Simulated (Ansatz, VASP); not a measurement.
**Li2S in VASP and in Ansatz**

File INCAR:

```
PREC = Accurate ; ENCUT = 750
EDIFF = 1E-6 ; ISMEAR = 0
SIGMA = 0.01 ; LREAL = F
LASPH = T ; NELM = 120
ALGO = Normal ; ISIF = 2
LWAVE = F ; LCHARG = T
GGA = PE ; LELF = T
LVHAR = T ; NBANDS = 13
GGA_COMPAT = F
```

The input KPOINTS:

```
Automatic mesh
0
Gamma
  3 3 3
```

Contents of POSCAR:

```
Li2S
1.0
    0.0000000000      2.8445000000      2.8445000000
    2.8445000000      0.0000000000      2.8445000000
    2.8445000000      2.8445000000      0.0000000000
Li S
2 1
Direct
    0.2500000000      0.2500000000      0.2500000000
    0.7500000000      0.7500000000      0.7500000000
    0.0000000000      0.0000000000      0.0000000000
```

Input for Ansatz:

```yaml
crystal:
  lattice:
    - [0.0, 2.8445, 2.8445]
    - [2.8445, 0.0, 2.8445]
    - [2.8445, 2.8445, 0.0]
  atoms:
    - { symbol: Li, position: [0.25, 0.25, 0.25] }
    - { symbol: Li, position: [0.75, 0.75, 0.75] }
    - { symbol: S, position: [0.0, 0.0, 0.0] }
kpoints:
  mp_grid:
    grid: [3, 3, 3]
scf:
  occupations:
    method: fixed
output:
  forces: true
  stress: true
```

Alike in both runs: task single point; functional PBE; k mesh 3 × 3 × 3; no spin polarisation.

```csv
,VASP,Ansatz
version,VASP 6.6.1,Ansatz 0.2.0
potentials or method,"VASP PAW PBE potentials, release 64 (Li_sv, S)","plane waves, PAW"
plane-wave cutoff (eV),750,420
occupations,"gaussian, width 0.01 eV",fixed
valence electrons in the cell,12,12
```

Ansatz gave:

| Quantity | Value |
| --- | --- |
| pressure (GPa) | 0.7 |

Question: Estimate VASP's values.

Answer: Pressure (GPa): 0.6.

The k mesh is coarse, so the values compare programs but aren't converged.
